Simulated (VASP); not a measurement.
# CsH (Pm-3m) in VASP: further runs

Runs on CsH. Level: LDA. Tasks: single point.

Everything below comes from runs of VASP 6.6.1. Logs are shortened: lines on timing, memory, paths and dates and some standing lists are left out, and cuts for length are marked.

### 1 The cell of the first run

Symmetry: Pm-3m, No. 221, cubic system. Conventional cell: a = 3.818 Å, b = 3.818 Å, c = 3.818 Å, α = 90.00°, β = 90.00°, γ = 90.00°. Cs (site symmetry m-3m) has 8 H at 3.31 Å and 6 Cs at 3.82 Å within 4.3 Å. H (site symmetry m-3m) has 8 Cs at 3.31 Å and 6 H at 3.82 Å within 4.3 Å.

### 2 Single point, LDA

Contents of INCAR:

```
SYSTEM = CsH
  PREC = Accurate
  ENCUT = 520
  EDIFF = 1E-6
  ISMEAR = 0
  SIGMA = 0.01
  LREAL = .False.
  LASPH = .True.
  NELM = 100
  ALGO = Normal
  ISIF = 2
  LWAVE = .False.
  LCHARG = .False.
  NBANDS = 12
```

Contents of KPOINTS:

```
Automatic mesh
0
Gamma
  5 5 5
  0 0 0
```

Contents of POSCAR:

```
CsH
1.0
    3.8184090000      0.0000000000      0.0000000000
    0.0000000000      3.8184090000      0.0000000000
    0.0000000000      0.0000000000      3.8184090000
Cs H
1 1
Direct
    0.0000000000      0.0000000000      0.0000000000
    0.5000000000      0.5000000000      0.5000000000
```

Potentials or basis: VASP PAW LDA potentials, release 64 (Cs_sv, H).

Started as:

```
> cat potpaw_LDA.64/Cs_sv/POTCAR potpaw_LDA.64/H/POTCAR > POTCAR
> mpirun -np 1 vasp_std > vasp.out
```

OUTCAR:

```text
SYSTEM = CsH
   PREC = Accurate
   ENCUT = 520
   EDIFF = 1E-6
   ISMEAR = 0
   LREAL = .False.
   LASPH = .True.
   NELM = 100
   ISIF = 2

 ion  position               nearest neighbor table
   1  0.000  0.000  0.000-
   2  0.500  0.500  0.500-

  LATTYP: Found a simple cubic cell.
 ALAT       =     3.8184090000

  Lattice vectors:

 A1 = (   3.8184090000,   0.0000000000,   0.0000000000)
 A2 = (   0.0000000000,   3.8184090000,   0.0000000000)
 A3 = (   0.0000000000,   0.0000000000,   3.8184090000)

Analysis of symmetry for initial positions (statically):
=====================================================================
 Subroutine PRICEL returns:
 Original cell was already a primitive cell.

 Routine SETGRP: Setting up the symmetry group for a
 simple cubic supercell.

 Subroutine GETGRP returns: Found 48 space group operations
 (whereof 48 operations were pure point group operations)
 out of a pool of 48 trial point group operations.

The static configuration has the point symmetry O_h .

Analysis of symmetry for dynamics (positions and initial velocities):
=====================================================================
 Subroutine PRICEL returns:
 Original cell was already a primitive cell.

 Routine SETGRP: Setting up the symmetry group for a
 simple cubic supercell.

 Subroutine GETGRP returns: Found 48 space group operations
 (whereof 48 operations were pure point group operations)
 out of a pool of 48 trial point group operations.

The dynamic configuration has the point symmetry O_h .

 Subroutine INISYM returns: Found 48 space group operations
 (whereof 48 operations are pure point group operations),
 and found     1 'primitive' translations

----------------------------------------------------------------------------------------

                                     Primitive cell

  volume of cell :      55.6733

  direct lattice vectors                    reciprocal lattice vectors
     3.818409000  0.000000000  0.000000000     0.261889179  0.000000000  0.000000000
     0.000000000  3.818409000  0.000000000     0.000000000  0.261889179  0.000000000
     0.000000000  0.000000000  3.818409000     0.000000000  0.000000000  0.261889179

  length of vectors
     3.818409000  3.818409000  3.818409000     0.261889179  0.261889179  0.261889179

  position of ions in fractional coordinates (direct lattice)
     0.000000000  0.000000000  0.000000000
     0.500000000  0.500000000  0.500000000

  ion indices of the primitive-cell ions
   primitive index   ion index
                 1           1
                 2           2

----------------------------------------------------------------------------------------

 KPOINTS: Automatic mesh

Automatic generation of k-mesh.
 Grid dimensions read from file:
 generate k-points for:    5    5    5

 Generating k-lattice:

  Cartesian coordinates                     Fractional coordinates (reciprocal lattice)
     0.052377836  0.000000000  0.000000000     0.200000000  0.000000000  0.000000000
     0.000000000  0.052377836  0.000000000     0.000000000  0.200000000  0.000000000
     0.000000000  0.000000000  0.052377836     0.000000000  0.000000000  0.200000000

  Length of vectors
     0.052377836  0.052377836  0.052377836

  Shift w.r.t. Gamma in fractional coordinates (k-lattice)
     0.000000000  0.000000000  0.000000000

 Subroutine IBZKPT returns following result:
 ===========================================

 Found     10 irreducible k-points:

 Following reciprocal coordinates:
            Coordinates               Weight
  0.000000  0.000000  0.000000      1.000000
  0.200000  0.000000  0.000000      6.000000
  0.400000  0.000000  0.000000      6.000000
  0.200000  0.200000  0.000000     12.000000
  0.400000  0.200000  0.000000     24.000000
  0.400000  0.400000  0.000000     12.000000
  0.200000  0.200000  0.200000      8.000000
  0.400000  0.200000  0.200000     24.000000
  0.400000  0.400000  0.200000     24.000000
  0.400000  0.400000  0.400000      8.000000
   k-points           NKPTS =     10   k-points in BZ     NKDIM =     10   number of bands    NBANDS=     12
   number of dos      NEDOS =    301   number of ions     NIONS =      2
   total plane-waves  NPLWV =  21952
   dimension x,y,z NGX =    28 NGY =   28 NGZ =   28
   dimension x,y,z NGXF=    56 NGYF=   56 NGZF=   56
   ions per type =               1   1
   NGX,Y,Z   is equivalent  to a cutoff of  12.19, 12.19, 12.19 a.u.
   NGXF,Y,Z  is equivalent  to a cutoff of  24.38, 24.38, 24.38 a.u.
 SYSTEM =  CsH
   PREC   = accura    normal or accurate (medium, high low for compatibility)
   ISTART =      0    job   : 0-new  1-cont  2-samecut
   ICHARG =      2    charge: 1-file 2-atom 10-const
   ISPIN  =      1    spin polarized calculation?
   LNONCOLLINEAR =      F non collinear calculations
   LSORBIT =      F    spin-orbit coupling
   LASPH  =      T    aspherical Exc in radial PAW
   ENCUT  =  520.0 eV  38.22 Ry    6.18 a.u.   7.10  7.10  7.10*2*pi/ulx,y,z
   NELM   =    100;   NELMIN=  2; NELMDL= -5     # of ELM steps
   EDIFF  = 0.1E-05   stopping-criterion for ELM
   LREAL  =      F    real-space projection
   EDIFFG = 0.1E-04   stopping-criterion for IOM
   NSW    =      0    number of steps for IOM
   IBRION =     -1    ionic relax: 0-MD 1-quasi-New 2-CG
   NFREE  =      0    steps in history (QN), initial steepest desc. (CG)
   ISIF   =      2    stress and relaxation
   ISYM   =      2    0-nonsym 1-usesym 2-fastsym
   POTIM  = 0.5000    time-step for ionic-motion
   TEBEG  =    0.0;   TEEND  =   0.0 temperature during run
   PSTRESS=    0.0 pullay stress
   NELECT =      10.0000    total number of electrons
   NUPDOWN=      -1.0000    fix difference up-down
   EMIN   =  10.00;   EMAX   =-10.00  energy-range for DOS
   EFERMI =   0.00;   METHOD = LEGACY
   ISMEAR =     0;   SIGMA  =   0.01  broadening in eV -4-tet -1-fermi 0-gaus
   EFERMI_NEDOS =   21; number of points for ismear=-14 and -15
   IALGO  =     38    algorithm
   IMIX   =      4    mixing-type and parameters
     AMIX     =   0.40;   BMIX     =  1.00
     AMIX_MAG =   1.60;   BMIX_MAG =  1.00
  volume/ion in A,a.u.               =      27.84       187.85
  Fermi-wavevector in a.u.,A,eV,Ry     =   0.923689  1.745519 11.608507  0.853201
  Thomas-Fermi vector in A             =   2.049353
   LORBIT       =      0    0 simple, 1 ext, 2 COOP (PROOUT), +10 PAW based schemes
   GGA     = CA    functional components
   LHFCALC =     F    Hartree Fock is set to
   AEXX    =    0.0000 exact exchange contribution
   IVDW    =     0    specifies the selected vdW correction
   LEPSILON=     F    determine dielectric tensor
   LRPA    =     F    only Hartree local field effects (RPA)
 non-spin polarized calculation
 Gauss-broadening in eV      SIGMA  =   0.01
  energy-cutoff  :      520.00
  volume of cell :       55.67
 maximum number of plane-waves:      1516
   NGX = 15   NGY = 15   NGZ = 15

 number of electron      10.0000000 magnetization

 Free energy of the ion-electron system (eV)
  ---------------------------------------------------
  ext. energy  EPLUGINS =         0.00000000
  ---------------------------------------------------
  free energy    TOTEN  =        -4.90593556 eV

  energy without entropy =       -4.90593556  energy(sigma->0) =       -4.90593556

 E-fermi :   0.2935     XC(G=0):  -8.1908

 val. band max:        0.2220693390   @ k =   0.4000   0.4000   0.4000
 cond. band min:       3.2626423506   @ k =   0.4000   0.0000   0.0000
 fundamental gap:      3.0405730116
 Fermi energy:         0.2934510545

 k-point     1 :       0.0000    0.0000    0.0000
  band No.  band energies     occupation
      1     -21.2053      2.00000
      2      -7.2651      2.00000
      3      -7.2651      2.00000
      4      -7.2651      2.00000
      5      -1.4682      2.00000
      6       3.7236      0.00000
      7       3.7236      0.00000
      8       7.6290      0.00000
      9       9.9466      0.00000
     10       9.9466      0.00000
     11       9.9466      0.00000
     12      10.7803      0.00000

 k-point     2 :       0.2000    0.0000    0.0000
  band No.  band energies     occupation
      1     -21.1514      2.00000
      2      -7.8892      2.00000
      3      -7.2108      2.00000
      4      -7.2108      2.00000
      5      -0.8904      2.00000
      6       3.9564      0.00000
      7       4.2440      0.00000
      8       7.0820      0.00000
      9       8.0571      0.00000
     10       8.0571      0.00000
     11      10.0898      0.00000
     12      11.5916      0.00000

 k-point     3 :       0.4000    0.0000    0.0000
  band No.  band energies     occupation
      1     -21.0613      2.00000
      2      -8.7074      2.00000
      3      -7.1201      2.00000
      4      -7.1201      2.00000
      5       0.1434      2.00000
      6       3.2626      0.00000
      7       4.4247      0.00000
      8       6.7128      0.00000
      9       6.7128      0.00000
     10       9.6195      0.00000
     11      10.2736      0.00000
     12      10.3493      0.00000

 k-point     4 :       0.2000    0.2000    0.0000
  band No.  band energies     occupation
      1     -21.0984      2.00000
      2      -7.8644      2.00000
      3      -7.7515      2.00000
      4      -7.1581      2.00000
      5      -0.5115      2.00000
      6       4.0924      0.00000
      7       5.0889      0.00000
      8       6.1999      0.00000
      9       7.9749      0.00000
     10       8.1212      0.00000
     11       8.7981      0.00000
     12      10.2890      0.00000

 k-point     5 :       0.4000    0.2000    0.0000
  band No.  band energies     occupation
      1     -21.0098      2.00000
      2      -8.6052      2.00000
      3      -7.6706      2.00000
      4      -7.0702      2.00000
      5      -0.0324      2.00000
      6       3.7536      0.00000
      7       5.3861      0.00000
      8       6.2635      0.00000
      9       6.9650      0.00000
     10       8.8892      0.00000
     11       9.1894      0.00000
     12      10.8709      0.00000

 k-point     6 :       0.4000    0.4000    0.0000
  band No.  band energies     occupation
      1     -20.9239      2.00000
      2      -8.4420      2.00000
      3      -8.4075      2.00000
      4      -6.9871      2.00000
      5      -0.4816      2.00000
      6       4.4113      0.00000
      7       6.3783      0.00000
      8       7.0229      0.00000
      9       7.4310      0.00000
     10       7.6308      0.00000
     11       8.0597      0.00000
     12      10.9227      0.00000

 k-point     7 :       0.2000    0.2000    0.2000
  band No.  band energies     occupation
      1     -21.0461      2.00000
      2      -7.8262      2.00000
      3      -7.6863      2.00000
      4      -7.6863      2.00000
      5      -0.2820      2.00000
      6       5.1525      0.00000
      7       5.1525      0.00000
      8       6.0209      0.00000
      9       6.9319      0.00000
     10       6.9319      0.00000
     11       8.6899      0.00000
     12      12.6826      0.00000

 k-point     8 :       0.4000    0.2000    0.2000
  band No.  band energies     occupation
      1     -20.9590      2.00000
      2      -8.5106      2.00000
      3      -7.6357      2.00000
      4      -7.5766      2.00000
      5      -0.0582      2.00000
      6       4.6590      0.00000
      7       4.8615      0.00000
      8       6.0878      0.00000
      9       7.2635      0.00000
     10       7.7543      0.00000
     11       8.7162      0.00000
     12      12.0139      0.00000

 k-point     9 :       0.4000    0.4000    0.2000
  band No.  band energies     occupation
      1     -20.8742      2.00000
      2      -8.3602      2.00000
      3      -8.3304      2.00000
      4      -7.4977      2.00000
      5      -0.2420      2.00000
      6       4.4482      0.00000
      7       4.9254      0.00000
      8       6.0834      0.00000
      9       6.5130      0.00000
     10       9.1342      0.00000
     11       9.1671      0.00000
     12      12.2191      0.00000

 k-point    10 :       0.4000    0.4000    0.4000
  band No.  band energies     occupation
      1     -20.7913      2.00000
      2      -8.2286      2.00000
      3      -8.1995      2.00000
      4      -8.1995      2.00000
      5       0.2221      2.00000
      6       3.4896      0.00000
      7       3.4896      0.00000
      8       4.4085      0.00000
      9       9.7478      0.00000
     10       9.7478      0.00000
     11      10.1581      0.00000
     12      14.1982      0.00000

------------------------ aborting loop because EDIFF is reached ----------------------------------------

  FORCE on cell =-STRESS in cart. coord.  units (eV):
  Direction    XX          YY          ZZ          XY          YZ          ZX
  --------------------------------------------------------------------------------------
  -------------------------------------------------------------------------------------
  Total       -0.6574122     -0.6574122     -0.6574122      0.0000000      0.0000000     -0.0000000
  in kB      -18.9191234    -18.9191234    -18.9191234      0.0000000      0.0000000     -0.0000000
  external PRESSURE =     -18.9191234 kB  Pullay stress =       0.0000000 kB

 VOLUME and BASIS-vectors are now :
 -----------------------------------------------------------------------------
  energy-cutoff  :      520.00
  volume of cell :       55.67
      direct lattice vectors                 reciprocal lattice vectors
     3.818409000  0.000000000  0.000000000     0.261889179  0.000000000  0.000000000
     0.000000000  3.818409000  0.000000000     0.000000000  0.261889179  0.000000000
     0.000000000  0.000000000  3.818409000     0.000000000  0.000000000  0.261889179

 POSITION                                       TOTAL-FORCE (eV/Angst)
 -----------------------------------------------------------------------------------
      0.00000      0.00000      0.00000         0.000000      0.000000      0.000000
      1.90920      1.90920      1.90920         0.000000      0.000000      0.000000
 -----------------------------------------------------------------------------------
    total drift:                                0.000000      0.000000      0.000000

  FREE ENERGIE OF THE ION-ELECTRON SYSTEM (eV)
  ---------------------------------------------------
  free  energy   TOTEN  =        -4.9059355608 eV

  energy  without entropy=       -4.9059355608  energy(sigma->0) =       -4.90593556
```

It took 7.3 s on 1 thread of AMD EPYC 7R13, shared host; peak memory 0.11 GiB.

Results:

| Quantity | Value |
| --- | --- |
| Free energy | -4.9059 eV |
| Pressure | -1.9 GPa |
| Band gap on the k mesh | 3.04 eV, indirect (least direct gap 3.12 eV) |

Caveat: spin-orbit coupling is left out, which moves the levels of the heavy elements.

### 3 Single point, LDA

This run uses another cell than the first one, of 28.39 Å³/atom, 1.020 times its volume.

Contents of INCAR:

```
PREC     = Accurate       # precision mode
ENCUT    = 520            # plane-wave cutoff, eV
EDIFF    = 1E-7           # SCF threshold, eV
ISMEAR   = 0              # smearing method
SIGMA    = 0.01           # smearing width, eV
LREAL    = False          # projectors in reciprocal space
LASPH    = True           # aspherical terms in the spheres
NELM     = 80             # most SCF steps
ALGO     = Normal         # electronic algorithm
ISIF     = 2              # what is computed and relaxed
LWAVE    = False          # write WAVECAR
LCHARG   = False          # write CHGCAR
GGA      = CA             # functional
NBANDS   = 12             # bands
```

Contents of KPOINTS:

```
regular mesh
0
Gamma
  5 5 5
```

Contents of POSCAR:

```
CsH
1.0
    3.8436972138      0.0000000000      0.0000000000
    0.0000000000      3.8436972138      0.0000000000
    0.0000000000      0.0000000000      3.8436972138
Cs H
1 1
Direct
    0.0000000000      0.0000000000      0.0000000000
    0.5000000000      0.5000000000      0.5000000000
```

Potentials or basis: VASP PAW LDA potentials, release 64 (Cs_sv, H).

Started as:

```
> cat potpaw_LDA.64/Cs_sv/POTCAR potpaw_LDA.64/H/POTCAR > POTCAR
> mpirun -np 1 vasp_std > vasp.out
```

Run time: 10 s. Hardware: 1 thread of AMD EPYC 7R13, shared host; peak memory 0.11 GiB.

Results (log left out):

```yaml
Free_energy: -4.8924 eV
Pressure: -2.1 GPa
Band_gap_on_the_k_mesh: 2.98 eV, indirect (least direct gap 3.09 eV)
```

Levels at points of the mesh, in eV from the valence-band top:
```
           k point  band 1  band 2  band 3  band 4  band 5  band 6  band 7  band 8  band 9  band 10
(0.00, 0.00, 0.00)  -21.45   -7.55   -7.55   -7.55   -1.69    3.49    3.49    7.24    9.59     9.59
```

Caveat: spin-orbit coupling is left out, which moves the levels of the heavy elements.

(Part 1 of 2 ends here.)
